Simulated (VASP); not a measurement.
Set up this calculation in VASP 6.6.1, as the native input.

| Item | Value |
| --- | --- |
| Task | single point |
| Functional | PBE |
| Potentials or basis | VASP PAW PBE potentials, release 64 (Ir) |
| Cutoff | 520 eV |
| k mesh | 12 × 12 × 12 |
| Occupations | gaussian, width 0.1 eV |
| Spin | no spin polarisation |
| Dipole correction | no |
| Further INCAR settings | ALGO = Normal; EDIFF = 1e-06; NBANDS = 10 |

The structure of Ir lies in POSCAR:

```
Ir
1.0
    0.0000000000      1.9156000000      1.9156000000
    1.9156000000      0.0000000000      1.9156000000
    1.9156000000      1.9156000000      0.0000000000
Ir
1
Direct
    0.0000000000      0.0000000000      0.0000000000
```

One way to write it, as run:

INCAR

```
  PREC = Accurate
  ENCUT = 520
  EDIFF = 1E-6
  ISMEAR = 0
  SIGMA = 0.1
  LREAL = F
  LASPH = T
  NELM = 80
  ALGO = Normal
  ISIF = 2
  LWAVE = F
  LCHARG = T
  GGA = PE
  LELF = T
  LVHAR = T
  NBANDS = 10
```

KPOINTS

```
Automatic mesh
0
Gamma
  12 12 12
```

Potentials or basis: VASP PAW PBE potentials, release 64 (Ir).

Launch:

```sh
$ cat potpaw_PBE.64/Ir/POTCAR > POTCAR
$ mpirun -np 1 vasp_std > vasp.out
```

Results of the run:

```
Pressure : 11.8 GPa
```

It took 5.8 s on 1 thread of Intel(R) Xeon(R) Platinum 8488C (Sapphire Rapids), on a shared host, peak memory 0.13 GiB.
